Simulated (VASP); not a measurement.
# Rh (P6_3/mmc) in VASP: further runs

Rh is run at these levels: LDA; tasks: single point, relaxation of cell and atoms.

All numbers are computed with VASP 6.6.1; they aren't measurements. Logs are shortened: lines on timing, memory, paths and dates and some standing lists are left out, and cuts for length are marked.

## 1. The cell of the first run

Symmetry: P6_3/mmc, No. 194, hexagonal system. The conventional cell has a = 2.670 Å, b = 2.670 Å, c = 4.299 Å, α = 90.00°, β = 90.00°, γ = 120.00°. Rh (site symmetry -6m2) has 12 Rh at 2.65 to 2.67 Å within 3.5 Å.

This isn't the form of Rh at room conditions, which is fcc.

## 2. Single point, LDA

The input, INCAR:

```
PREC = Accurate
ENCUT = 520
EDIFF = 1E-6
ISMEAR = 0
SIGMA = 0.15
LREAL = False
LASPH = True
NELM = 60
ALGO = Fast
ISIF = 2
LWAVE = False
LCHARG = True
LELF = True
LVHAR = True
NBANDS = 22
```

The input, KPOINTS:

```
regular mesh
0
Gamma
  21 21 12
```

The input, POSCAR:

```
Rh
1.0
    2.6702116395      0.0000000000      0.0000000000
   -1.3351058197      2.3124711133      0.0000000000
    0.0000000000      0.0000000000      4.2994247098
Rh
2
Direct
    0.6666666667      0.3333333333      0.7500000000
    0.3333333333      0.6666666667      0.2500000000
```

Potentials or basis: VASP PAW LDA potentials, release 64 (Rh_pv).

Started as:

```sh
$ cat potpaw_LDA.64/Rh_pv/POTCAR > POTCAR
$ mpirun -np 1 vasp_std > vasp.out
```

OUTCAR:

```text
PREC = Accurate
   ENCUT = 520
   EDIFF = 1E-6
   ISMEAR = 0
   LREAL = False
   LASPH = True
   NELM = 60
   ISIF = 2

 ion  position               nearest neighbor table
   1  0.667  0.333  0.750-   2 2.65   2 2.65   2 2.65   2 2.65   2 2.65   2 2.65
   2  0.333  0.667  0.250-   1 2.65   1 2.65   1 2.65   1 2.65   1 2.65   1 2.65

  LATTYP: Found a hexagonal cell.
 ALAT       =     2.6702116395
 C/A-ratio  =     1.6101437977

  Lattice vectors:

 A1 = (   2.6702116395,   0.0000000000,   0.0000000000)
 A2 = (  -1.3351058197,   2.3124711133,   0.0000000000)
 A3 = (   0.0000000000,   0.0000000000,   4.2994247098)

Analysis of symmetry for initial positions (statically):
=====================================================================
 Subroutine PRICEL returns:
 Original cell was already a primitive cell.

 Routine SETGRP: Setting up the symmetry group for a
 hexagonal supercell.

 Subroutine GETGRP returns: Found 24 space group operations
 (whereof 12 operations were pure point group operations)
 out of a pool of 24 trial point group operations.

The static configuration has the point symmetry D_3d.
 The point group associated with its full space group is D_6h.

Analysis of symmetry for dynamics (positions and initial velocities):
=====================================================================
 Subroutine PRICEL returns:
 Original cell was already a primitive cell.

 Routine SETGRP: Setting up the symmetry group for a
 hexagonal supercell.

 Subroutine GETGRP returns: Found 24 space group operations
 (whereof 12 operations were pure point group operations)
 out of a pool of 24 trial point group operations.

The dynamic configuration has the point symmetry D_3d.
 The point group associated with its full space group is D_6h.

 Subroutine INISYM returns: Found 24 space group operations
 (whereof 12 operations are pure point group operations),
 and found     1 'primitive' translations

----------------------------------------------------------------------------------------

                                     Primitive cell

  volume of cell :      26.5480

  direct lattice vectors                    reciprocal lattice vectors
     2.670211640  0.000000000  0.000000000     0.374502150  0.216218917  0.000000000
    -1.335105820  2.312471113  0.000000000     0.000000000  0.432437834  0.000000000
     0.000000000  0.000000000  4.299424710     0.000000000  0.000000000  0.232589257

  length of vectors
     2.670211640  2.670211639  4.299424710     0.432437834  0.432437834  0.232589257

  position of ions in fractional coordinates (direct lattice)
     0.666666667  0.333333333  0.750000000
     0.333333333  0.666666667  0.250000000

  ion indices of the primitive-cell ions
   primitive index   ion index
                 1           1
                 2           2

----------------------------------------------------------------------------------------

 KPOINTS: regular mesh

Automatic generation of k-mesh.
 Grid dimensions read from file:
 generate k-points for:   21   21   12

 Generating k-lattice:

  Cartesian coordinates                     Fractional coordinates (reciprocal lattice)
     0.017833436  0.010296139  0.000000000     0.047619048  0.000000000  0.000000000
     0.000000000  0.020592278  0.000000000     0.000000000  0.047619048  0.000000000
     0.000000000  0.000000000  0.019382438     0.000000000  0.000000000  0.083333333

  Length of vectors
     0.020592278  0.020592278  0.019382438

  Shift w.r.t. Gamma in fractional coordinates (k-lattice)
     0.000000000  0.000000000  0.000000000

 Subroutine IBZKPT returns following result:
 ===========================================

 Found    336 irreducible k-points:

 Following reciprocal coordinates:
            Coordinates               Weight
  0.000000  0.000000  0.000000      1.000000
  0.047619 -0.000000  0.000000      6.000000
  0.095238  0.000000  0.000000      6.000000
  0.142857  0.000000  0.000000      6.000000
  0.190476  0.000000  0.000000      6.000000
  0.238095  0.000000  0.000000      6.000000
[... 16 lines left out ...]
  0.142857  0.095238  0.000000     12.000000
  0.190476  0.095238  0.000000     12.000000
 [... further k-points ...]
   k-points           NKPTS =    336   k-points in BZ     NKDIM =    336   number of bands    NBANDS=     22
   number of dos      NEDOS =    301   number of ions     NIONS =      2
   total plane-waves  NPLWV =  12800
   dimension x,y,z NGX =    20 NGY =   20 NGZ =   32
   dimension x,y,z NGXF=    40 NGYF=   40 NGZF=   64
   ions per type =               2
   NGX,Y,Z   is equivalent  to a cutoff of  12.45, 12.45, 12.37 a.u.
   NGXF,Y,Z  is equivalent  to a cutoff of  24.90, 24.90, 24.75 a.u.
 SYSTEM =  unknown system
   PREC   = accura    normal or accurate (medium, high low for compatibility)
   ISTART =      0    job   : 0-new  1-cont  2-samecut
   ICHARG =      2    charge: 1-file 2-atom 10-const
   ISPIN  =      1    spin polarized calculation?
   LNONCOLLINEAR =      F non collinear calculations
   LSORBIT =      F    spin-orbit coupling
   LASPH  =      T    aspherical Exc in radial PAW
   ENCUT  =  520.0 eV  38.22 Ry    6.18 a.u.   4.96  4.96  7.99*2*pi/ulx,y,z
   NELM   =     60;   NELMIN=  2; NELMDL= -5     # of ELM steps
   EDIFF  = 0.1E-05   stopping-criterion for ELM
   LREAL  =      F    real-space projection
   EDIFFG = 0.1E-04   stopping-criterion for IOM
   NSW    =      0    number of steps for IOM
   IBRION =     -1    ionic relax: 0-MD 1-quasi-New 2-CG
   NFREE  =      0    steps in history (QN), initial steepest desc. (CG)
   ISIF   =      2    stress and relaxation
   ISYM   =      2    0-nonsym 1-usesym 2-fastsym
   POTIM  = 0.5000    time-step for ionic-motion
   TEBEG  =    0.0;   TEEND  =   0.0 temperature during run
   PSTRESS=    0.0 pullay stress
   NELECT =      30.0000    total number of electrons
   NUPDOWN=      -1.0000    fix difference up-down
   EMIN   =  10.00;   EMAX   =-10.00  energy-range for DOS
   EFERMI =   0.00;   METHOD = LEGACY
   ISMEAR =     0;   SIGMA  =   0.15  broadening in eV -4-tet -1-fermi 0-gaus
   EFERMI_NEDOS =   21; number of points for ismear=-14 and -15
   IALGO  =     68    algorithm
   IMIX   =      4    mixing-type and parameters
     AMIX     =   0.40;   BMIX     =  1.00
     AMIX_MAG =   1.60;   BMIX_MAG =  1.00
  volume/ion in A,a.u.               =      13.27        89.58
  Fermi-wavevector in a.u.,A,eV,Ry     =   1.705184  3.222330 39.560992  2.907651
  Thomas-Fermi vector in A             =   2.784450
   LORBIT       =      0    0 simple, 1 ext, 2 COOP (PROOUT), +10 PAW based schemes
   GGA     = CA    functional components
   LHFCALC =     F    Hartree Fock is set to
   AEXX    =    0.0000 exact exchange contribution
   IVDW    =     0    specifies the selected vdW correction
   LEPSILON=     F    determine dielectric tensor
   LRPA    =     F    only Hartree local field effects (RPA)
 non-spin polarized calculation
 RMM-DIIS sequential band-by-band and
 Gauss-broadening in eV      SIGMA  =   0.15
  energy-cutoff  :      520.00
  volume of cell :       26.55
 maximum number of plane-waves:       744
 NGX is ok and might be reduce to    20
   NGX =  9   NGY =  9   NGZ = 15

 number of electron      29.9999994 magnetization

 Free energy of the ion-electron system (eV)
  ---------------------------------------------------
  ext. energy  EPLUGINS =         0.00000000
  ---------------------------------------------------
  free energy    TOTEN  =       -17.30256869 eV

  energy without entropy =      -17.26934066  energy(sigma->0) =      -17.28595467

 E-fermi :  12.4819     XC(G=0): -14.5749

 val. band max:       12.4772674786   @ k =   0.3333   0.3333   0.1667
 cond. band min:      12.4825223262   @ k =   0.1429   0.0000   0.5000
 fundamental gap:      0.0052548475
 Fermi energy:        12.4819460459

 k-point     1 :       0.0000    0.0000    0.0000
  band No.  band energies     occupation
      1     -34.7116      2.00000
      2     -33.9541      2.00000
      3     -33.9541      2.00000
      4     -33.8406      2.00000
      5     -33.8290      2.00000
      6     -33.8290      2.00000
[... 14 lines left out ...]
     21      30.6217      0.00000
     22      31.2669      0.00000

 k-point     2 :       0.0476   -0.0000    0.0000
  band No.  band energies     occupation
      1     -34.7055      2.00000
      2     -33.9679      2.00000
      3     -33.9587      2.00000
      4     -33.8433      2.00000
      5     -33.8432      2.00000
      6     -33.8311      2.00000
[... 14 lines left out ...]
     21      30.7192      0.00000
     22      31.3627      0.00000

 k-point     3 :       0.0952    0.0000    0.0000
  band No.  band energies     occupation
      1     -34.6874      2.00000
      2     -34.0079      2.00000
      3     -33.9717      2.00000
      4     -33.8848      2.00000
      5     -33.8509      2.00000
      6     -33.8373      2.00000
[... 14 lines left out ...]
     21      30.9877      0.00000
     22      31.5305      0.00000

 k-point     4 :       0.1429    0.0000    0.0000
  band No.  band energies     occupation
      1     -34.6583      2.00000
      2     -34.0706      2.00000
      3     -33.9917      2.00000
      4     -33.9490      2.00000
      5     -33.8639      2.00000
      6     -33.8473      2.00000
[... 14 lines left out ...]
     21      31.3107      0.00000
     22      31.3920      0.00000

 k-point     5 :       0.1905    0.0000    0.0000
  band No.  band energies     occupation
      1     -34.6194      2.00000
      2     -34.1506      2.00000
      3     -34.0295      2.00000
      4     -34.0167      2.00000
      5     -33.8822      2.00000
      6     -33.8606      2.00000
[... 417 lines left out ...]
 k-point    22 :       0.0952    0.0952    0.0000
  band No.  band energies     occupation
      1     -34.6413      2.00000
      2     -34.0944      2.00000
      3     -34.0361      2.00000
      4     -33.9549      2.00000
      5     -33.8717      2.00000
      6     -33.8617      2.00000
[... 14 lines left out ...]
     21      30.4283      0.00000
     22      31.5890      0.00000

 k-point    23 :       0.1429    0.0952    0.0000
  band No.  band energies     occupation
      1     -34.6033      2.00000
      2     -34.1623      2.00000
      3     -34.1000      2.00000
      4     -33.9935      2.00000
      5     -33.8901      2.00000
      6     -33.8808      2.00000
[... 14 lines left out ...]
     21      29.2823      0.00000
     22      31.0544      0.00000

 k-point    24 :       0.1905    0.0952    0.0000
  band No.  band energies     occupation
      1     -34.5575      2.00000
      2     -34.2435      2.00000
      3     -34.1700      2.00000
      4     -34.0341      2.00000
      5     -33.9136      2.00000
      6     -33.9009      2.00000
[... 14 lines left out ...]
     21      28.3585      0.00000
     22      30.1306      0.00000

 [... further k-points ...]

------------------------ aborting loop because EDIFF is reached ----------------------------------------

  FORCE on cell =-STRESS in cart. coord.  units (eV):
  Direction    XX          YY          ZZ          XY          YZ          ZX
  --------------------------------------------------------------------------------------
  -------------------------------------------------------------------------------------
  Total        0.1103297      0.1103297      0.2372572      0.0000000     -0.0000000      0.0000000
  in kB        6.6584105      6.6584105     14.3185036      0.0000000     -0.0000000      0.0000000
  external PRESSURE =       9.2117748 kB  Pullay stress =       0.0000000 kB

 VOLUME and BASIS-vectors are now :
 -----------------------------------------------------------------------------
  energy-cutoff  :      520.00
  volume of cell :       26.55
      direct lattice vectors                 reciprocal lattice vectors
     2.670211640  0.000000000  0.000000000     0.374502150  0.216218917  0.000000000
    -1.335105820  2.312471113  0.000000000     0.000000000  0.432437834  0.000000000
     0.000000000  0.000000000  4.299424710     0.000000000  0.000000000  0.232589257

 POSITION                                       TOTAL-FORCE (eV/Angst)
 -----------------------------------------------------------------------------------
      1.33511      0.77082      3.22457         0.000000      0.000000      0.000000
     -0.00000      1.54165      1.07486        -0.000000     -0.000000      0.000000
 -----------------------------------------------------------------------------------
    total drift:                               -0.000000      0.000000     -0.000000

  FREE ENERGIE OF THE ION-ELECTRON SYSTEM (eV)
  ---------------------------------------------------
  free  energy   TOTEN  =       -17.3025686892 eV

  energy  without entropy=      -17.2693406568  energy(sigma->0) =      -17.28595467
```

It took 55 s on 1 thread of Intel Xeon 6975P-C (Granite Rapids), shared host; peak memory 0.25 GiB.

What came out:

| Property | Result |
| --- | --- |
| Free energy | -17.3026 eV |
| Pressure | 0.9 GPa |
| Band gap on the k mesh | zero (bands 15 and 16 overlap by 2.56 eV) |

## 3. Relaxation of cell and atoms, LDA

The input, INCAR:

```
  PREC = Accurate
  ENCUT = 600
  EDIFF = 1E-6
  ISMEAR = 0
  SIGMA = 0.1
  LREAL = False
  LASPH = True
  NELM = 60
  ALGO = Fast
  ISIF = 3
  LWAVE = False
  LCHARG = False
  GGA = CA
  IBRION = 2
  NSW = 100
  EDIFFG = -0.005
```

The input, KPOINTS:

```
Automatic mesh
0
Gamma
  18 18 10
```

The input, POSCAR:

```
Rh
1.0
    2.6646412819      0.0000000000      0.0000000000
   -1.3323206409      2.3076470421      0.0000000000
    0.0000000000      0.0000000000      4.3097464236
Rh
2
Direct
    0.6666666667      0.3333333333      0.7500000000
    0.3333333333      0.6666666667      0.2500000000
```

Potentials or basis: VASP PAW LDA potentials, release 64 (Rh_pv).

Started as:

```sh
$ cat potpaw_LDA.64/Rh_pv/POTCAR > POTCAR
$ mpirun -np 1 vasp_std > vasp.out
```

It took 2.3 min on 1 thread of Intel Xeon 6975P-C (Granite Rapids), shared host; peak memory 0.23 GiB.

Results (log left out):

```yaml
Free_energy: -17.2935 eV
Relaxed_volume: 13.30 Å³/atom
Relaxed_cell: a = 2.672 Å, b = 2.672 Å, c = 4.303 Å, α = 90.00°, β = 90.00°, γ = 120.00°
Space_group_after_relaxing_to_0.1_Å: P6_3/mmc (No. 194)
Energy_gained_by_relaxing: 0.4 meV/atom
Ionic_steps: 6
Pressure_after_relaxing: 0.0 GPa
Band_gap_on_the_k_mesh: zero (bands 15 and 16 overlap by 2.58 eV)
```

Step by step:
```
step  energy change (eV)  largest force (eV/Å)  pressure (GPa)  volume (Å³)
   1              0.0000                0.0000            1.23        26.50
   2              0.0022                0.0000           -3.26        26.89
   3             -0.0006                0.0000           -0.26        26.63
   4             -0.0006                0.0000           -0.14        26.62
   5             -0.0007                0.0000            0.12        26.60
   6             -0.0008                0.0000            0.05        26.60
```

Final structure:
```
CELL_PARAMETERS angstrom
2.67193 0.00000 0.00000
-1.33596 2.31396 0.00000
0.00000 0.00000 4.30287
ATOMIC_POSITIONS crystal
Rh 0.66667 0.33333 0.75000
Rh 0.33333 0.66667 0.25000
```

Levels at points of the mesh, in eV from the Fermi level:
```
           k point  band 13  band 14  band 15  band 16  band 17  band 18
(0.00, 0.00, 0.00)    -2.67    -2.08    -2.08     0.13     0.13     0.68
(0.50, 0.00, 0.00)    -2.33     0.43     0.68     0.77     3.11     5.27
(0.00, 0.00, 0.50)    -3.36    -3.36    -0.47    -0.47    -0.47    -0.47
(0.50, 0.00, 0.50)    -0.37    -0.37     0.63     0.63     2.69     2.69
```

## 4. Relaxation of cell and atoms, LDA

The input, INCAR:

```
PREC = Accurate
ENCUT = 600
EDIFF = 1E-6
ISMEAR = 0
SIGMA = 0.1
LREAL = F
LASPH = T
NELM = 60
ALGO = Fast
ISIF = 3
LWAVE = F
LCHARG = F
IBRION = 2
NSW = 100
EDIFFG = -0.005
```

KPOINTS is that of step 3.

POSCAR is that of step 3.

Started as:

```sh
$ cat potpaw_LDA.64/Rh_pv/POTCAR > POTCAR
$ mpirun -np 1 vasp_std > vasp.out
```

Run time: 2.5 min. Hardware: 1 thread of Intel Xeon 6975P-C (Granite Rapids), shared host; peak memory 0.23 GiB.

It converged, with:

* Free energy: -17.2935 eV
* Relaxed volume: 13.30 Å³/atom
* Relaxed cell: a = 2.672 Å, b = 2.672 Å, c = 4.303 Å, α = 90.00°, β = 90.00°, γ = 120.00°
* Space group after relaxing (to 0.1 Å): P6_3/mmc (No. 194)
* Energy gained by relaxing: 0.4 meV/atom
* Ionic steps: 6
* Pressure after relaxing: 0.0 GPa
* Band gap on the k mesh: zero (bands 15 and 16 overlap by 2.58 eV)

Step by step:
```tsv
step	energy change (eV)	largest force (eV/Å)	pressure (GPa)	volume (Å³)
1	0.0000	0.0000	1.23	26.50
2	0.0022	0.0000	-3.26	26.89
3	-0.0006	0.0000	-0.26	26.63
4	-0.0006	0.0000	-0.14	26.62
5	-0.0007	0.0000	0.12	26.60
6	-0.0008	0.0000	0.05	26.60
```

Final structure:
```cif
data_structure
_symmetry_space_group_name_H-M 'P 1'
_symmetry_Int_Tables_number 1
_cell_length_a 2.6719
_cell_length_b 2.6719
_cell_length_c 4.3029
_cell_angle_alpha 90.000
_cell_angle_beta 90.000
_cell_angle_gamma 120.000
_cell_volume 26.60
loop_
_atom_site_label
_atom_site_type_symbol
_atom_site_fract_x
_atom_site_fract_y
_atom_site_fract_z
_atom_site_occupancy
Rh1 Rh 0.66667 0.33333 0.75000 1
Rh2 Rh 0.33333 0.66667 0.25000 1
```

Levels at points of the mesh, in eV from the Fermi level:
| k point | band 13 | band 14 | band 15 | band 16 | band 17 | band 18 |
| --- | --- | --- | --- | --- | --- | --- |
| (0.00, 0.00, 0.00) | -2.67 | -2.08 | -2.08 | 0.13 | 0.13 | 0.68 |
| (0.50, 0.00, 0.00) | -2.33 | 0.43 | 0.68 | 0.77 | 3.11 | 5.27 |
| (0.00, 0.00, 0.50) | -3.36 | -3.36 | -0.47 | -0.47 | -0.47 | -0.47 |
| (0.50, 0.00, 0.50) | -0.37 | -0.37 | 0.63 | 0.63 | 2.69 | 2.69 |
